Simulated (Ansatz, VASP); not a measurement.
Two plane-wave programs on TiTe2

```xyz
3
Lattice="3.6657 0.0000 0.0000 -1.8329 3.1746 0.0000 0.0000 0.0000 6.3401" Properties=species:S:1:pos:R:3 pbc="T T T"
Ti    0.0000    0.0000    0.0000
Te    1.8329    1.0582    1.7063
Te    0.0000    2.1164    4.6338
```

Alike in both runs: task relaxation of cell and atoms; functional LDA; k mesh 15 × 15 × 8; occupations fermi-dirac, width 0.15 eV; no spin polarisation.

|  | VASP | Ansatz |
| --- | --- | --- |
| version | VASP 6.6.1 | Ansatz 0.2.0 |
| potentials or method | VASP PAW LDA potentials, release 64 (Ti_sv, Te), cutoff 600 eV | scalar-relativistic, plane waves, PAW |
| valence electrons in the cell | 24 | 44 |

```csv
,VASP,Ansatz,Ansatz less VASP
"gap on the k mesh at the Fermi level, each at its own relaxed structure (eV)",none,none,-
relaxed volume (Å³/atom),24.61,24.61,+0.002
relaxed cell length with the largest relative difference (Å),6.337,6.342,+0.0051
```

LDA's correlation is that of Perdew and Zunger in VASP and of Perdew and Wang (1992) in Ansatz. A gap of «none» marks a metal or a gap that the smearing closes. VASP's potentials hold 24 valence electrons a cell and Ansatz's 44, so a difference there can come from the potentials and not from the codes.

Spin-orbit coupling is off throughout.
